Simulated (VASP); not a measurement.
# Ge (Fmmm) in VASP: further runs, part 2 of 2

VASP 6.6.1.

**5. Single point, LDA**

This run uses another cell than the first one, of 20.45 Å³/atom, 1.082 times its volume.

INCAR reads:

```
PREC = Accurate ; ENCUT = 520
EDIFF = 1E-6 ; ISMEAR = 0
SIGMA = 0.15 ; LREAL = False
LASPH = True ; NELM = 80
ALGO = Normal ; ISIF = 2
LWAVE = False ; LCHARG = False
NBANDS = 36
```

KPOINTS reads:

```
Automatic mesh
0
Gamma
  6 6 6
```

POSCAR reads:

```
Ge
1.0
    0.0000000000      2.9361561067      5.2050345314
    2.6764568667      0.0000000000      5.2050345314
    2.6764568667      2.9361561067      0.0000000000
Ge
4
Direct
    0.7818700000      0.7818700000      0.2181300000
    0.2181300000      0.2181300000      0.7818700000
    0.2735100000      0.7264900000      0.2735100000
    0.7264900000      0.2735100000      0.7264900000
```

Potentials or basis: VASP PAW LDA potentials, release 64 (Ge_d).

Launch:

```sh
$ cat potpaw_LDA.64/Ge_d/POTCAR > POTCAR
$ mpirun -np 1 vasp_std > vasp.out
```

OUTCAR:

```text
PREC = Accurate
   ENCUT = 520
   EDIFF = 1E-6
   ISMEAR = 0
   LREAL = False
   LASPH = True
   NELM = 80
   ISIF = 2

 ion  position               nearest neighbor table
   1  0.782  0.782  0.218-   2 2.76   2 2.76   3 2.78   4 2.78
   2  0.218  0.218  0.782-   1 2.76   1 2.76   3 2.78   4 2.78
   3  0.274  0.726  0.274-   4 2.66   4 2.69   4 2.69   2 2.78   1 2.78
   4  0.726  0.274  0.726-   3 2.66   3 2.69   3 2.69   2 2.78   1 2.78

  LATTYP: Found a face centered orthorhombic cell.
 ALAT       =     5.3529137334
 B/A-ratio  =     1.0970309827
 C/A-ratio  =     1.9447481468

  Lattice vectors:

 A1 = (   0.0000000000,   2.9361561067,   5.2050345314)
 A2 = (   2.6764568667,   0.0000000000,   5.2050345314)
 A3 = (   2.6764568667,   2.9361561067,   0.0000000000)

Analysis of symmetry for initial positions (statically):
=====================================================================
 Subroutine PRICEL returns:
 Original cell was already a primitive cell.

 Routine SETGRP: Setting up the symmetry group for a
 face centered orthorhombic supercell.

 Subroutine GETGRP returns: Found  8 space group operations
 (whereof  8 operations were pure point group operations)
 out of a pool of  8 trial point group operations.

The static configuration has the point symmetry D_2h.

Analysis of symmetry for dynamics (positions and initial velocities):
=====================================================================
 Subroutine PRICEL returns:
 Original cell was already a primitive cell.

 Routine SETGRP: Setting up the symmetry group for a
 face centered orthorhombic supercell.

 Subroutine GETGRP returns: Found  8 space group operations
 (whereof  8 operations were pure point group operations)
 out of a pool of  8 trial point group operations.

The dynamic configuration has the point symmetry D_2h.

 Subroutine INISYM returns: Found  8 space group operations
[... 119 lines left out ...]
   IMIX   =      4    mixing-type and parameters
     AMIX     =   0.40;   BMIX     =  1.00
     AMIX_MAG =   1.60;   BMIX_MAG =  1.00
  volume/ion in A,a.u.               =      20.45       138.02
  Fermi-wavevector in a.u.,A,eV,Ry     =   1.442801  2.726499 28.322913  2.081675
  Thomas-Fermi vector in A             =   2.561281
   LORBIT       =      0    0 simple, 1 ext, 2 COOP (PROOUT), +10 PAW based schemes
   GGA     = CA    functional components
   LHFCALC =     F    Hartree Fock is set to
   AEXX    =    0.0000 exact exchange contribution
   IVDW    =     0    specifies the selected vdW correction
   LEPSILON=     F    determine dielectric tensor
   LRPA    =     F    only Hartree local field effects (RPA)
 non-spin polarized calculation
 Gauss-broadening in eV      SIGMA  =   0.15
  energy-cutoff  :      520.00
  volume of cell :       81.81
 maximum number of plane-waves:      2221
 NGX is ok and might be reduce to    48
   NGX = 23   NGY = 21   NGZ = 15

 number of electron      56.0000012 magnetization

 Free energy of the ion-electron system (eV)
  ---------------------------------------------------
  ext. energy  EPLUGINS =         0.00000000
  ---------------------------------------------------
  free energy    TOTEN  =       -19.76407378 eV

  energy without entropy =      -19.74523244  energy(sigma->0) =      -19.75465311

 E-fermi :   5.5183     XC(G=0): -11.1051

 val. band max:        5.4165028970   @ k =  -0.1667   0.1667   0.1667
 cond. band min:       5.5393266056   @ k =   0.5000   0.3333   0.0000
 fundamental gap:      0.1228237086
 Fermi energy:         5.5183011038

 k-point     1 :       0.0000    0.0000    0.0000
  band No.  band energies     occupation
      1     -19.2979      2.00000
      2     -19.2568      2.00000
      3     -19.2279      2.00000
      4     -19.2163      2.00000
      5     -19.2150      2.00000
      6     -19.2142      2.00000
[... 925 lines left out ...]
     35      11.6163      0.00000
     36      11.8070      0.00000

 [... further k-points ...]

------------------------ aborting loop because EDIFF is reached ----------------------------------------

  FORCE on cell =-STRESS in cart. coord.  units (eV):
  Direction    XX          YY          ZZ          XY          YZ          ZX
  --------------------------------------------------------------------------------------
  -------------------------------------------------------------------------------------
  Total       -3.3189715     -4.1921518     -4.2228871      0.0000000      0.0000000      0.0000000
  in kB      -65.0011594    -82.1021593    -82.7041014      0.0000000      0.0000000      0.0000000
  external PRESSURE =     -76.6024733 kB  Pullay stress =       0.0000000 kB

 VOLUME and BASIS-vectors are now :
 -----------------------------------------------------------------------------
  energy-cutoff  :      520.00
  volume of cell :       81.81
      direct lattice vectors                 reciprocal lattice vectors
     0.000000000  2.936156107  5.205034531    -0.186814145  0.170290673  0.096060842
     2.676456867  0.000000000  5.205034531     0.186814145 -0.170290673  0.096060842
     2.676456867  2.936156107  0.000000000     0.186814145  0.170290673 -0.096060842

 POSITION                                       TOTAL-FORCE (eV/Angst)
 -----------------------------------------------------------------------------------
      2.67646      2.93616      8.13932         0.000000      0.000000      0.042090
      2.67646      2.93616      2.27075         0.000000      0.000000     -0.042090
      2.67646      1.60614      5.20503         0.000000     -0.039626      0.000000
      2.67646      4.26618      5.20503         0.000000      0.039626      0.000000
 -----------------------------------------------------------------------------------
    total drift:                                0.000000      0.000000      0.000000

  FREE ENERGIE OF THE ION-ELECTRON SYSTEM (eV)
  ---------------------------------------------------
  free  energy   TOTEN  =       -19.7640737797 eV

  energy  without entropy=      -19.7452324383  energy(sigma->0) =      -19.75465311
```

OSZICAR:

```text
N       E                     dE             d eps       ncg     rms          rms(c)
DAV:   1     0.483460599185E+03    0.48346E+03   -0.27746E+04  3812   0.433E+03
DAV:   2     0.622542298589E+02   -0.42121E+03   -0.41133E+03  3312   0.797E+02
DAV:   3    -0.154405986271E+02   -0.77695E+02   -0.76565E+02  3600   0.200E+02
DAV:   4    -0.197525349128E+02   -0.43119E+01   -0.42852E+01  3888   0.538E+01
DAV:   5    -0.198365155946E+02   -0.83981E-01   -0.83958E-01  3736   0.851E+00    0.272E+00
DAV:   6    -0.197835904913E+02    0.52925E-01   -0.63985E-02  4576   0.494E+00    0.150E+00
DAV:   7    -0.197649501633E+02    0.18640E-01   -0.66572E-02  4024   0.378E+00    0.200E-01
DAV:   8    -0.197641167374E+02    0.83343E-03   -0.10480E-02  3672   0.267E+00    0.931E-02
DAV:   9    -0.197640091216E+02    0.10762E-03   -0.18743E-03  4312   0.128E+00    0.369E-02
DAV:  10    -0.197640716723E+02   -0.62551E-04   -0.69397E-04  3664   0.537E-01    0.193E-02
DAV:  11    -0.197640710560E+02    0.61626E-06   -0.13097E-04  4204   0.461E-01    0.749E-03
DAV:  12    -0.197640738650E+02   -0.28090E-05   -0.29809E-05  4080   0.720E-02    0.180E-03
DAV:  13    -0.197640737797E+02    0.85343E-07   -0.44978E-07  1928   0.501E-02
   1 F= -.19764074E+02 E0= -.19754653E+02  d E =-.188413E-01
```

stdout:

```text
POSCAR found type information on POSCAR Ge
 POSCAR found :  1 types and       4 ions
 scaLAPACK will be used
 LDA part: xc-table for (Slater(with rela. corr.)+CA(PZ))
 , standard interpolation
 POSCAR, INCAR and KPOINTS ok, starting setup
 FFT: planning ... GRIDC
 FFT: planning ... GRID_SOFT
 FFT: planning ... GRID
 WAVECAR not read
 entering main loop
```

Wall time 58 s (1 thread of Intel Xeon 6975P-C (Granite Rapids), shared host); peak memory 0.25 GiB.

What came out:

* Free energy: -19.7641 eV
* Pressure: -7.7 GPa
* Largest force: 0.042 eV/Å
* Band gap on the k mesh: zero (band 28 reaches 6.78 eV, above the bottom of band 29 at 3.80 eV)

Forces on the atoms (eV/Å):
```
Ge   0.000  0.000  0.042
Ge   0.000  0.000 -0.042
Ge   0.000 -0.040  0.000
Ge   0.000  0.040  0.000
```

Levels at points of the mesh, in eV from the Fermi level:
```tsv
k point	band 24	band 25	band 26	band 27	band 28	band 29	band 30	band 31	band 32	band 33
(0.00, 0.00, 0.00)	-4.09	-3.03	-2.20	-1.86	-1.71	-1.48	3.06	3.80	3.86	5.83
(0.50, 0.00, 0.00)	-6.91	-1.99	-1.53	-0.74	0.76	0.96	1.19	2.10	2.17	3.24
(0.50, 0.50, 0.00)	-4.64	-2.00	-1.70	-0.23	0.29	0.94	0.99	1.90	2.58	4.96
(0.50, 0.00, 0.50)	-7.30	-4.31	-3.82	-3.05	-2.54	-1.10	-0.68	3.25	4.33	6.79
(0.00, 0.50, 0.50)	-5.93	-5.35	-4.90	-3.59	-1.92	-1.72	2.92	3.59	3.81	5.59
```

**6. Single point, LDA**

This run uses another cell than the first one, of 20.97 Å³/atom, 1.110 times its volume.

INCAR reads:

```
SYSTEM = Ge
ALGO = Normal
EDIFF = 1E-6
ENCUT = 520
GGA = CA
ISIF = 2
ISMEAR = 0
LASPH = .True.
LCHARG = .False.
LREAL = .False.
LWAVE = .False.
NBANDS = 36
NELM = 80
PREC = Accurate
SIGMA = 0.15
```

KPOINTS reads:

```
k-points
0
Gamma
  6 6 6
  0 0 0
```

POSCAR reads:

```
Ge
1.0
    0.0000000000      2.9607275930      5.2485933308
    2.6988550366      0.0000000000      5.2485933308
    2.6988550366      2.9607275930      0.0000000000
Ge
4
Direct
    0.7818700000      0.7818700000      0.2181300000
    0.2181300000      0.2181300000      0.7818700000
    0.2735100000      0.7264900000      0.2735100000
    0.7264900000      0.2735100000      0.7264900000
```

Potentials or basis: VASP PAW LDA potentials, release 64 (Ge_d).

Launch:

```sh
$ cat potpaw_LDA.64/Ge_d/POTCAR > POTCAR
$ mpirun -np 1 vasp_std > vasp.out
```

Wall time 60 s (1 thread of Intel Xeon 6975P-C (Granite Rapids), shared host); peak memory 0.25 GiB.

Results (log left out):

- Free energy: -19.6596 eV
- Pressure: -8.7 GPa
- Largest force: 0.054 eV/Å
- Band gap on the k mesh: zero (band 28 reaches 6.47 eV, above the bottom of band 29 at 3.60 eV)

Forces on the atoms (eV/Å):
```
Ge   0.000  0.000  0.054
Ge   0.000  0.000 -0.054
Ge   0.000 -0.047  0.000
Ge   0.000  0.047  0.000
```

Stress tensor (GPa, compression positive):
```
-7.77  0.00  0.00
 0.00 -9.26  0.00
 0.00  0.00 -9.21
```

Levels at points of the mesh, in eV from the Fermi level:
| k point | band 26 | band 27 | band 28 | band 29 | band 30 | band 31 |
| --- | --- | --- | --- | --- | --- | --- |
| (0.00, 0.00, 0.00) | -2.12 | -1.79 | -1.64 | -1.43 | 3.10 | 3.72 |
| (0.50, 0.00, 0.00) | -1.48 | -0.69 | 0.77 | 0.97 | 1.21 | 2.04 |
| (0.50, 0.50, 0.00) | -1.63 | -0.21 | 0.24 | 0.88 | 0.98 | 1.88 |
| (0.50, 0.00, 0.50) | -3.70 | -2.98 | -2.48 | -1.03 | -0.62 | 3.15 |
| (0.00, 0.50, 0.50) | -4.75 | -3.59 | -1.84 | -1.66 | 2.96 | 3.53 |

**7. Summary**

| cell | gap on the mesh (eV) | pressure (GPa) | largest force (eV/Å) |
| --- | --- | --- | --- |
| a = 5.821, b = 5.701, c = 3.870 Å, angles 72.1, 68.7, 39.2°, 4 atoms | none | -3.2 | 0.01 |
| a = 5.873, b = 5.752, c = 3.905 Å, angles 72.1, 68.7, 39.2°, 4 atoms | none | -4.9 | 0.02 |
| a = 5.925, b = 5.803, c = 3.939 Å, angles 72.1, 68.7, 39.2°, 4 atoms | none | -6.4 | 0.03 |
| a = 5.976, b = 5.853, c = 3.973 Å, angles 72.1, 68.7, 39.2°, 4 atoms | none | -7.7 | 0.04 |
| a = 6.026, b = 5.902, c = 4.006 Å, angles 72.1, 68.7, 39.2°, 4 atoms | none | -8.7 | 0.05 |

Alike in all rows: task single point; level LDA; potentials or basis VASP PAW LDA potentials, release 64 (Ge_d); no spin polarisation; k mesh 6 × 6 × 6; cutoff (eV) 520; smearing gaussian 0.15 eV.

Total energies depend on the potentials used, so only differences within one code and one set of settings carry meaning.
